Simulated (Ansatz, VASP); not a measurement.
Two plane-wave programs on C25O

The input INCAR:

```
  PREC = Accurate
  ENCUT = 520
  EDIFF = 1E-6
  ISMEAR = 0
  SIGMA = 0.05
  LREAL = Auto
  LASPH = T
  NELM = 60
  ALGO = Normal
  ISIF = 2
  LWAVE = F
  LCHARG = F
  LDIPOL = T
  IDIPOL = 3
  DIPOL = 0.5 0.5 0.302
  GGA = PE
  NBANDS = 72
```

The input KPOINTS:

```
Automatic mesh
0
Gamma
  6 6 1
```

The input POSCAR:

```
C25O
1.0
    5.0509324483      0.0000000000      0.0000000000
   -2.5254662241      4.3742358130      0.0000000000
    0.0000000000      0.0000000000     24.3675695640
C O
25 1
Direct
    0.1666666667      0.3333333333      0.1641526041
    0.1666666667      0.8333333333      0.1641526041
    0.6666666667      0.3333333333      0.1641526041
    0.6666666667      0.8333333333      0.1641526041
    0.0000000000      0.0000000000      0.1853081253
    0.0000000000      0.5000000000      0.1853081253
    0.5000000000      0.0000000000      0.1853081253
    0.5000000000      0.5000000000      0.1853081253
    0.0000000000      0.0000000000      0.2487746889
    0.0000000000      0.5000000000      0.2487746889
    0.5000000000      0.0000000000      0.2487746889
    0.5000000000      0.5000000000      0.2487746889
    0.3333333333      0.1666666667      0.2625971826
    0.3333333333      0.6666666667      0.2625971826
    0.8333333333      0.1666666667      0.2625971826
    0.8333333333      0.6666666667      0.2625971826
    0.3333333333      0.1666666667      0.4254554106
    0.3333333333      0.6666666667      0.4254554106
    0.8333333333      0.1666666667      0.4254554106
    0.8333333333      0.6666666667      0.4254554106
    0.1666666667      0.3333333333      0.4254658856
    0.1666666667      0.8333333333      0.4254658856
    0.6666666667      0.3333333333      0.4254658856
    0.6666666667      0.8333333333      0.4254658856
    0.6666666667      0.8333333333      0.4898957827
    0.7947432046      0.7052567954      0.5022166706
```

Input for Ansatz:

```yaml
crystal:
  lattice:
    - [5.0509324483, 0.0, 0.0]
    - [-2.5254662241, 4.374235813, 0.0]
    - [0.0, 0.0, 24.367569564]
  atoms:
    - { symbol: C, position: [0.1666666667, 0.3333333333, 0.1641526041] }
    - { symbol: C, position: [0.1666666667, 0.8333333333, 0.1641526041] }
    - { symbol: C, position: [0.6666666667, 0.3333333333, 0.1641526041] }
    - { symbol: C, position: [0.6666666667, 0.8333333333, 0.1641526041] }
    - { symbol: C, position: [0.0, 0.0, 0.1853081253] }
    - { symbol: C, position: [0.0, 0.5, 0.1853081253] }
    - { symbol: C, position: [0.5, 0.0, 0.1853081253] }
    - { symbol: C, position: [0.5, 0.5, 0.1853081253] }
    - { symbol: C, position: [0.0, 0.0, 0.2487746889] }
    - { symbol: C, position: [0.0, 0.5, 0.2487746889] }
    - { symbol: C, position: [0.5, 0.0, 0.2487746889] }
    - { symbol: C, position: [0.5, 0.5, 0.2487746889] }
    - { symbol: C, position: [0.3333333333, 0.1666666667, 0.2625971826] }
    - { symbol: C, position: [0.3333333333, 0.6666666667, 0.2625971826] }
    - { symbol: C, position: [0.8333333333, 0.1666666667, 0.2625971826] }
    - { symbol: C, position: [0.8333333333, 0.6666666667, 0.2625971826] }
    - { symbol: C, position: [0.3333333333, 0.1666666667, 0.4254554106] }
    - { symbol: C, position: [0.3333333333, 0.6666666667, 0.4254554106] }
    - { symbol: C, position: [0.8333333333, 0.1666666667, 0.4254554106] }
    - { symbol: C, position: [0.8333333333, 0.6666666667, 0.4254554106] }
    - { symbol: C, position: [0.1666666667, 0.3333333333, 0.4254658856] }
    - { symbol: C, position: [0.1666666667, 0.8333333333, 0.4254658856] }
    - { symbol: C, position: [0.6666666667, 0.3333333333, 0.4254658856] }
    - { symbol: C, position: [0.6666666667, 0.8333333333, 0.4254658856] }
    - { symbol: C, position: [0.6666666667, 0.8333333333, 0.4898957827] }
    - { symbol: O, position: [0.7947432046, 0.7052567954, 0.5022166706] }
basis:
  ecutwfc: 420
kpoints:
  mp_grid: { grid: [6, 6, 1] }
hamiltonian:
  xc: pbe
  pseudopotentials: { kind: paw, azcp: { folder: soft_1 } }
scf:
  occupations: { method: gaussian, width: 0.05 }
output:
  forces: true
  eigenvalues: true
efield:
  axis: 3
  dipole_correction: true
  ramp_width: 0.04
```

Alike in both runs: task single point; functional PBE; k mesh 6 × 6 × 1; occupations gaussian, width 0.05 eV; no spin polarisation.

|  | VASP | Ansatz |
| --- | --- | --- |
| version | VASP 6.6.1 | Ansatz 0.2.0 |
| potentials or method | VASP PAW PBE potentials, release 64 (C, O), cutoff 520 eV | scalar-relativistic, plane waves, PAW |
| valence electrons in the cell | 106 | 106 |

Ansatz gave:

```
gap on the k mesh at the Fermi level (eV) : none
rms of the force components (eV/Å)        : 2.470
```

Task: Which values does VASP return?

Result: gap on the k mesh at the Fermi level (eV): none; rms of the force components (eV/Å): 2.501.

Atom by atom the forces differ by 0.129 eV/Å (rms over components). A gap of «none» marks a metal or a gap that the smearing closes. The functional is the same, so the differences come from potentials, cutoffs and numerics.

Noted on VASP's run: the standard files for N, O and F lose accuracy on very short bonds.
